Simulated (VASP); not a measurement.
# MnHg (P4/mmm) in VASP: further runs, part 2 of 2

VASP 6.6.1.

**5. Single point, PBE**

This run uses another cell than the first one, of 17.91 Å³/atom.

Contents of INCAR:

```
  PREC = Accurate
  ENCUT = 520
  EDIFF = 1E-6
  ISMEAR = -1
  SIGMA = 0.05
  LREAL = F
  LASPH = T
  NELM = 100
  ALGO = Normal
  ISIF = 2
  LWAVE = F
  LCHARG = F
  GGA = PE
  NBANDS = 20
```

Contents of KPOINTS:

```
Automatic mesh
0
Gamma
  8 8 8
```

Contents of POSCAR:

```
MnHg
1.0
    3.2880000000      0.0000000000      0.0000000000
    0.0000000000      3.2880000000      0.0000000000
    0.0000000000      0.0000000000      3.3130000000
Hg Mn
1 1
Direct
    0.0000000000      0.0000000000      0.0000000000
    0.5000000000      0.5000000000      0.5000000000
```

Potentials or basis: VASP PAW PBE potentials, release 64 (Hg, Mn_pv).

Run with:

```console
cat potpaw_PBE.64/Hg/POTCAR potpaw_PBE.64/Mn_pv/POTCAR > POTCAR
mpirun -np 1 vasp_std > vasp.out
```

OUTCAR:

```text
PREC = Accurate
   ENCUT = 520
   EDIFF = 1E-6
   ISMEAR = -1
   LREAL = F
   LASPH = T
   NELM = 100
   ISIF = 2
   GGA = PE

 ion  position               nearest neighbor table
   1  0.000  0.000  0.000-   2 2.85   2 2.85   2 2.85   2 2.85   2 2.85   2 2.85   2 2.85   2 2.85

   2  0.500  0.500  0.500-   1 2.85   1 2.85   1 2.85   1 2.85   1 2.85   1 2.85   1 2.85   1 2.85

  LATTYP: Found a simple tetragonal cell.
 ALAT       =     3.2880000000
 C/A-ratio  =     1.0076034063

  Lattice vectors:

 A1 = (   3.2880000000,   0.0000000000,   0.0000000000)
 A2 = (   0.0000000000,   3.2880000000,   0.0000000000)
 A3 = (   0.0000000000,   0.0000000000,   3.3130000000)

Analysis of symmetry for initial positions (statically):
=====================================================================
 Subroutine PRICEL returns:
 Original cell was already a primitive cell.

 Routine SETGRP: Setting up the symmetry group for a
 simple tetragonal supercell.

 Subroutine GETGRP returns: Found 16 space group operations
 (whereof 16 operations were pure point group operations)
 out of a pool of 16 trial point group operations.

The static configuration has the point symmetry D_4h.

Analysis of symmetry for dynamics (positions and initial velocities):
=====================================================================
 Subroutine PRICEL returns:
 Original cell was already a primitive cell.

 Routine SETGRP: Setting up the symmetry group for a
 simple tetragonal supercell.

 Subroutine GETGRP returns: Found 16 space group operations
 (whereof 16 operations were pure point group operations)
 out of a pool of 16 trial point group operations.

The dynamic configuration has the point symmetry D_4h.

 Subroutine INISYM returns: Found 16 space group operations
 (whereof 16 operations are pure point group operations),
 and found     1 'primitive' translations

----------------------------------------------------------------------------------------

                                     Primitive cell

  volume of cell :      35.8167

  direct lattice vectors                    reciprocal lattice vectors
     3.288000000  0.000000000  0.000000000     0.304136253  0.000000000  0.000000000
     0.000000000  3.288000000  0.000000000     0.000000000  0.304136253  0.000000000
     0.000000000  0.000000000  3.313000000     0.000000000  0.000000000  0.301841232

  length of vectors
     3.288000000  3.288000000  3.313000000     0.304136253  0.304136253  0.301841232

  position of ions in fractional coordinates (direct lattice)
     0.000000000  0.000000000  0.000000000
     0.500000000  0.500000000  0.500000000

  ion indices of the primitive-cell ions
   primitive index   ion index
                 1           1
                 2           2

----------------------------------------------------------------------------------------

 KPOINTS: Automatic mesh

Automatic generation of k-mesh.
 Grid dimensions read from file:
 generate k-points for:    8    8    8

 Generating k-lattice:

  Cartesian coordinates                     Fractional coordinates (reciprocal lattice)
     0.038017032  0.000000000  0.000000000     0.125000000  0.000000000  0.000000000
     0.000000000  0.038017032  0.000000000     0.000000000  0.125000000  0.000000000
     0.000000000  0.000000000  0.037730154     0.000000000  0.000000000  0.125000000

  Length of vectors
     0.038017032  0.038017032  0.037730154

  Shift w.r.t. Gamma in fractional coordinates (k-lattice)
     0.000000000  0.000000000  0.000000000

 Subroutine IBZKPT returns following result:
 ===========================================

 Found     75 irreducible k-points:

 Following reciprocal coordinates:
            Coordinates               Weight
  0.000000  0.000000  0.000000      1.000000
  0.125000  0.000000  0.000000      4.000000
  0.250000  0.000000  0.000000      4.000000
  0.375000  0.000000  0.000000      4.000000
  0.500000  0.000000  0.000000      2.000000
  0.125000  0.125000  0.000000      4.000000
[... 16 lines left out ...]
  0.375000  0.125000  0.125000     16.000000
  0.500000  0.125000  0.125000      8.000000
 [... further k-points ...]
   k-points           NKPTS =     75   k-points in BZ     NKDIM =     75   number of bands    NBANDS=     20
   number of dos      NEDOS =    301   number of ions     NIONS =      2
   total plane-waves  NPLWV =  16128
   dimension x,y,z NGX =    24 NGY =   24 NGZ =   28
   dimension x,y,z NGXF=    48 NGYF=   48 NGZF=   56
   ions per type =               1   1
   NGX,Y,Z   is equivalent  to a cutoff of  12.13, 12.13, 14.05 a.u.
   NGXF,Y,Z  is equivalent  to a cutoff of  24.27, 24.27, 28.10 a.u.
 SYSTEM =  unknown system
   PREC   = accura    normal or accurate (medium, high low for compatibility)
   ISTART =      0    job   : 0-new  1-cont  2-samecut
   ICHARG =      2    charge: 1-file 2-atom 10-const
   ISPIN  =      1    spin polarized calculation?
   LNONCOLLINEAR =      F non collinear calculations
   LSORBIT =      F    spin-orbit coupling
   LASPH  =      T    aspherical Exc in radial PAW
   ENCUT  =  520.0 eV  38.22 Ry    6.18 a.u.   6.11  6.11  6.16*2*pi/ulx,y,z
   NELM   =    100;   NELMIN=  2; NELMDL= -5     # of ELM steps
   EDIFF  = 0.1E-05   stopping-criterion for ELM
   LREAL  =      F    real-space projection
   EDIFFG = 0.1E-04   stopping-criterion for IOM
   NSW    =      0    number of steps for IOM
   IBRION =     -1    ionic relax: 0-MD 1-quasi-New 2-CG
   NFREE  =      0    steps in history (QN), initial steepest desc. (CG)
   ISIF   =      2    stress and relaxation
   ISYM   =      2    0-nonsym 1-usesym 2-fastsym
   POTIM  = 0.5000    time-step for ionic-motion
   TEBEG  =    0.0;   TEEND  =   0.0 temperature during run
   PSTRESS=    0.0 pullay stress
   NELECT =      25.0000    total number of electrons
   NUPDOWN=      -1.0000    fix difference up-down
   EMIN   =  10.00;   EMAX   =-10.00  energy-range for DOS
   EFERMI =   0.00;   METHOD = LEGACY
   ISMEAR =    -1;   SIGMA  =   0.05  broadening in eV -4-tet -1-fermi 0-gaus
   EFERMI_NEDOS =   21; number of points for ismear=-14 and -15
   IALGO  =     38    algorithm
   IMIX   =      4    mixing-type and parameters
     AMIX     =   0.40;   BMIX     =  1.00
     AMIX_MAG =   1.60;   BMIX_MAG =  1.00
  volume/ion in A,a.u.               =      17.91       120.85
  Fermi-wavevector in a.u.,A,eV,Ry     =   1.452200  2.744260 28.693127  2.108885
  Thomas-Fermi vector in A             =   2.569610
   LORBIT       =      0    0 simple, 1 ext, 2 COOP (PROOUT), +10 PAW based schemes
   GGA     = PE    functional components
   LHFCALC =     F    Hartree Fock is set to
   AEXX    =    0.0000 exact exchange contribution
   IVDW    =     0    specifies the selected vdW correction
   LEPSILON=     F    determine dielectric tensor
   LRPA    =     F    only Hartree local field effects (RPA)
 non-spin polarized calculation
  energy-cutoff  :      520.00
  volume of cell :       35.82
 maximum number of plane-waves:       984
   NGX = 13   NGY = 13   NGZ = 13

 number of electron      25.0000001 magnetization

 Free energy of the ion-electron system (eV)
  ---------------------------------------------------
  ext. energy  EPLUGINS =         0.00000000
  ---------------------------------------------------
  free energy    TOTEN  =        -7.10160292 eV

  energy without entropy =       -7.05989842  energy(sigma->0) =       -7.08075067

 E-fermi :   4.9105     XC(G=0): -11.8234

 val. band max:        4.9080025899   @ k =   0.1250   0.0000   0.1250
 cond. band min:       4.9662757924   @ k =   0.2500   0.2500   0.1250
 fundamental gap:      0.0582732025
 Fermi energy:         4.9105163852

 k-point     1 :       0.0000    0.0000    0.0000
  band No.  band energies     occupation
      1     -42.7362      2.00000
      2     -42.7352      2.00000
      3     -42.7352      2.00000
      4      -4.0315      2.00000
      5      -2.8685      2.00000
      6      -2.8544      2.00000
[... 12 lines left out ...]
     19      17.2608      0.00000
     20      17.3826      0.00000
[... 507 lines left out ...]
 k-point    24 :       0.5000    0.1250    0.1250
  band No.  band energies     occupation
      1     -42.7544      2.00000
      2     -42.7373      2.00000
      3     -42.7365      2.00000
      4      -2.4525      2.00000
      5      -2.4151      2.00000
      6      -2.3047      2.00000
[... 12 lines left out ...]
     19      14.9628      0.00000
     20      20.1106      0.00000

 [... further k-points ...]

------------------------ aborting loop because EDIFF is reached ----------------------------------------

  FORCE on cell =-STRESS in cart. coord.  units (eV):
  Direction    XX          YY          ZZ          XY          YZ          ZX
  --------------------------------------------------------------------------------------
  -------------------------------------------------------------------------------------
  Total       -2.9776231     -2.9776231     -2.9915888      0.0000000      0.0000000      0.0000000
  in kB     -133.1972491   -133.1972491   -133.8219718      0.0000000      0.0000000      0.0000000
  external PRESSURE =    -133.4054900 kB  Pullay stress =       0.0000000 kB

 VOLUME and BASIS-vectors are now :
 -----------------------------------------------------------------------------
  energy-cutoff  :      520.00
  volume of cell :       35.82
      direct lattice vectors                 reciprocal lattice vectors
     3.288000000  0.000000000  0.000000000     0.304136253  0.000000000  0.000000000
     0.000000000  3.288000000  0.000000000     0.000000000  0.304136253  0.000000000
     0.000000000  0.000000000  3.313000000     0.000000000  0.000000000  0.301841232

 POSITION                                       TOTAL-FORCE (eV/Angst)
 -----------------------------------------------------------------------------------
      0.00000      0.00000      0.00000         0.000000      0.000000      0.000000
      1.64400      1.64400      1.65650         0.000000      0.000000      0.000000
 -----------------------------------------------------------------------------------
    total drift:                                0.000000      0.000000     -0.000000

  FREE ENERGIE OF THE ION-ELECTRON SYSTEM (eV)
  ---------------------------------------------------
  free  energy   TOTEN  =        -7.1016029212 eV

  energy  without entropy=       -7.0598984223  energy(sigma->0) =       -7.08075067
```

It took 61 s on 1 thread of Oxide Virtual Turin-like, shared host; peak memory 0.15 GiB.

What came out:

```
Free energy            : -7.1016 eV
Pressure               : -13.3 GPa
Band gap on the k mesh : zero (an odd number of electrons rules out a gap without spin polarisation)
```

Caveat: the cell stands under tension; spin-orbit coupling is left out, which moves the levels of the heavy elements; the run has no spin polarisation, though such a crystal can be magnetic. Spin polarisation is off, so any magnetic state and its effect on volume and gap are missing.

**6. Single point, PBE, collinear spin, ferromagnetic start**

This run uses another cell than the first one, of 17.91 Å³/atom.

Contents of INCAR:

```
SYSTEM = MnHg
  PREC = Accurate
  ENCUT = 520
  EDIFF = 1E-6
  ISMEAR = -1
  SIGMA = 0.05
  LREAL = .FALSE.
  LASPH = .TRUE.
  NELM = 150
  ALGO = Normal
  ISIF = 2
  LWAVE = .FALSE.
  LCHARG = .FALSE.
  ISPIN = 2
  MAGMOM = 0 4
  LORBIT = 11
  LMAXMIX = 4
  GGA = PE
  NBANDS = 24
```

Contents of KPOINTS:

```
Automatic mesh
0
G
  8 8 8
  0 0 0
```

POSCAR is that of step 5.

Potentials or basis: VASP PAW PBE potentials, release 64 (Hg, Mn_pv).

Run with:

```console
cat potpaw_PBE.64/Hg/POTCAR potpaw_PBE.64/Mn_pv/POTCAR > POTCAR
mpirun -np 1 vasp_std > vasp.out
```

Wall time 2.2 min (1 thread of Oxide Virtual Turin-like, shared host); peak memory 0.19 GiB.

Results (log left out):

```
Free energy                                           : -8.4906 eV
Pressure                                              : 2.5 GPa
Net moment                                            : 3.88 μB per cell
Site moments                                          : Hg -0.06; Mn +3.80 μB
Valence electrons inside the program's atomic spheres : Hg 10.61; Mn 11.42
```

Levels at points of the mesh, in eV from the Fermi level:
Spin up:
```csv
k point,band 12,band 13,band 14,band 15,band 16,band 17,band 18,band 19
"(0.00, 0.00, 0.00)",-2.01,-2.01,-2.01,4.82,5.04,5.04,8.83,11.27
"(0.50, 0.00, 0.00)",-2.75,-2.73,-2.24,-1.51,10.11,10.31,10.73,11.25
"(0.50, 0.50, 0.00)",-2.03,-1.97,-1.65,-1.65,0.77,3.07,11.81,11.81
"(0.00, 0.00, 0.50)",-2.72,-2.72,-2.23,-1.57,10.24,10.24,10.83,11.38
"(0.50, 0.00, 0.50)",-2.02,-1.99,-1.70,-1.68,0.73,2.99,11.94,11.96
"(0.50, 0.50, 0.50)",-1.97,-1.95,0.55,4.20,4.20,4.26,4.63,4.92
```
Spin down:
```csv
k point,band 8,band 9,band 10,band 11,band 12,band 13,band 14,band 15
"(0.00, 0.00, 0.00)",-7.08,-7.06,0.33,0.36,1.50,1.50,1.51,5.18
"(0.50, 0.00, 0.00)",-6.97,-4.95,-4.48,-0.03,0.39,0.44,1.30,2.10
"(0.50, 0.50, 0.00)",-6.49,-3.45,-1.41,-1.41,0.55,1.32,1.32,1.94
"(0.00, 0.00, 0.50)",-6.96,-5.04,-4.52,-0.04,0.44,0.44,1.32,2.05
"(0.50, 0.00, 0.50)",-6.51,-3.51,-1.45,-1.44,0.51,1.33,1.34,1.92
"(0.50, 0.50, 0.50)",-6.46,-1.61,-1.61,-1.61,0.42,1.96,1.97,5.66
```

Caveat: spin-orbit coupling is left out, which moves the levels of the heavy elements.

**7. Single point, PBE, collinear spin, ferromagnetic start**

This run uses another cell than the first one, of 17.91 Å³/atom.

Contents of INCAR:

```
SYSTEM = MnHg
ALGO = Fast ; EDIFF = 1E-6
ENCUT = 520 ; GGA = PE
ISIF = 2 ; ISMEAR = -1
ISPIN = 2 ; LASPH = .TRUE.
LCHARG = .TRUE. ; LELF = .TRUE.
LMAXMIX = 4 ; LORBIT = 11
LREAL = .FALSE. ; LVHAR = .TRUE.
LWAVE = .FALSE. ; MAGMOM = 0 0.28
NBANDS = 24 ; NELM = 150
PREC = Accurate ; SIGMA = 0.05
```

Contents of KPOINTS:

```
k-points
0
G
  8 8 8
  0 0 0
```

POSCAR is that of step 6.

Run with:

```console
cat potpaw_PBE.64/Hg/POTCAR potpaw_PBE.64/Mn_pv/POTCAR > POTCAR
mpirun -np 1 vasp_std > vasp.out
```

Wall time 3.9 min (1 thread of Oxide Virtual Turin-like, shared host); peak memory 0.19 GiB.

The run converged. Its results:

| Item | Value |
| --- | --- |
| Free energy | -8.4906 eV |
| Pressure | 2.5 GPa |
| Net moment | 3.88 μB per cell |
| Site moments | Hg -0.06; Mn +3.80 μB |
| Valence electrons inside the program's atomic spheres | Hg 10.61; Mn 11.42 |

Levels at points of the mesh, in eV from the Fermi level:
Spin up:
| k point | band 11 | band 12 | band 13 | band 14 | band 15 | band 16 | band 17 | band 18 | band 19 | band 20 |
| --- | --- | --- | --- | --- | --- | --- | --- | --- | --- | --- |
| (0.00, 0.00, 0.00) | -2.91 | -2.01 | -2.01 | -2.01 | 4.82 | 5.04 | 5.04 | 8.83 | 11.27 | 11.39 |
| (0.50, 0.00, 0.00) | -3.29 | -2.75 | -2.73 | -2.24 | -1.51 | 10.11 | 10.31 | 10.73 | 11.25 | 11.45 |
| (0.50, 0.50, 0.00) | -2.03 | -2.03 | -1.97 | -1.65 | -1.65 | 0.77 | 3.06 | 11.81 | 11.81 | 12.08 |
| (0.00, 0.00, 0.50) | -3.30 | -2.72 | -2.72 | -2.23 | -1.57 | 10.24 | 10.24 | 10.83 | 11.38 | 11.38 |
| (0.50, 0.00, 0.50) | -2.03 | -2.02 | -1.99 | -1.70 | -1.68 | 0.73 | 2.99 | 11.94 | 11.96 | 12.25 |
| (0.50, 0.50, 0.50) | -3.72 | -1.97 | -1.95 | 0.55 | 4.20 | 4.20 | 4.26 | 4.63 | 4.92 | 4.92 |
Spin down:
```tsv
k point	band 8	band 9	band 10	band 11	band 12	band 13	band 14	band 15
(0.00, 0.00, 0.00)	-7.08	-7.06	0.33	0.36	1.50	1.50	1.51	5.18
(0.50, 0.00, 0.00)	-6.97	-4.95	-4.48	-0.03	0.39	0.44	1.30	2.10
(0.50, 0.50, 0.00)	-6.49	-3.45	-1.41	-1.41	0.55	1.32	1.32	1.94
(0.00, 0.00, 0.50)	-6.96	-5.04	-4.52	-0.04	0.44	0.44	1.32	2.05
(0.50, 0.00, 0.50)	-6.51	-3.51	-1.45	-1.44	0.51	1.33	1.34	1.92
(0.50, 0.50, 0.50)	-6.46	-1.61	-1.61	-1.61	0.42	1.96	1.97	5.66
```

Caveat: spin-orbit coupling is left out, which moves the levels of the heavy elements.

**8. Overview**

| spin | cell | k mesh | gap on the mesh (eV) | pressure (GPa) | moment (μB) |
| --- | --- | --- | --- | --- | --- |
| collinear, ferromagnetic start | a = 3.321, b = 3.321, c = 3.313 Å, 2 atoms | 7 × 7 × 7 | none | 0.6 | 3.92 |
| collinear, ferromagnetic start | a = 3.354, b = 3.354, c = 3.313 Å, 2 atoms | 7 × 7 × 7 | none | -1.1 | 3.92 |
| collinear, ferromagnetic start | a = 3.420, b = 3.420, c = 3.313 Å, 2 atoms | 7 × 7 × 7 | none | -3.7 | 3.97 |
| off | a = 3.288, b = 3.288, c = 3.313 Å, 2 atoms | 8 × 8 × 8 | none | -13.3 | - |
| collinear, ferromagnetic start | a = 3.288, b = 3.288, c = 3.313 Å, 2 atoms | 8 × 8 × 8 | none | 2.5 | 3.88 |

Alike in all rows: task single point; level PBE; potentials or basis VASP PAW PBE potentials, release 64 (Hg, Mn_pv); cutoff (eV) 520; smearing fermi-dirac 0.05 eV.

Caveats: spin-orbit coupling is left out, which moves the levels of the heavy elements; the cell stands under tension (at least some runs).

Absolute energies hang on the potentials; compare differences alone.

The gap in the log of VASP goes by the Fermi energy; the results here count the filled bands.